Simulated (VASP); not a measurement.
Set up this calculation in VASP 6.6.1, as the native input.

```
Task                   : single point
Functional             : PBE
Potentials or basis    : VASP PAW PBE potentials, release 64 (Zn, Se)
Cutoff                 : 520 eV
k mesh                 : 13 × 13 × 13
Occupations            : fermi-dirac, width 0.08 eV
Spin                   : no spin polarisation
Dipole correction      : no
Further INCAR settings : ALGO = Normal; EDIFF = 1e-07; NBANDS = 16
```

The structure of ZnSe (rocksalt type) lies in POSCAR:

```
ZnSe
1.0
    0.0000000000      2.6293003445      2.6293003445
    2.6293003445      0.0000000000      2.6293003445
    2.6293003445      2.6293003445      0.0000000000
Zn Se
1 1
Direct
    0.0000000000      0.0000000000      0.0000000000
    0.5000000000      0.5000000000      0.5000000000
```

This cell differs from its parent crystal: volume scaled by 0.9405.

The input as run:

INCAR

```
SYSTEM = ZnSe
PREC = Accurate
ENCUT = 520
EDIFF = 1E-7
ISMEAR = -1
SIGMA = 0.08
LREAL = .FALSE.
LASPH = .TRUE.
NELM = 100
ALGO = Normal
ISIF = 2
LWAVE = .FALSE.
LCHARG = .FALSE.
GGA = PE
NBANDS = 16
```

KPOINTS

```
Automatic mesh
0
G
  13 13 13
  0 0 0
```

Potentials or basis: VASP PAW PBE potentials, release 64 (Zn, Se).

Command:

```sh
$ cat potpaw_PBE.64/Zn/POTCAR potpaw_PBE.64/Se/POTCAR > POTCAR
$ mpirun -np 1 vasp_std > vasp.out
```

It gave:

* Pressure: 5.3 GPa
* Band gap on the k mesh: zero (band 9 reaches 3.74 eV, above the bottom of band 10 at 2.75 eV)

Wall time 49 s on 1 thread of Intel(R) Xeon(R) Platinum 8259CL CPU @ 2.50GHz (Skylake/Cascade Lake) (shared host), peak memory 0.19 GiB.
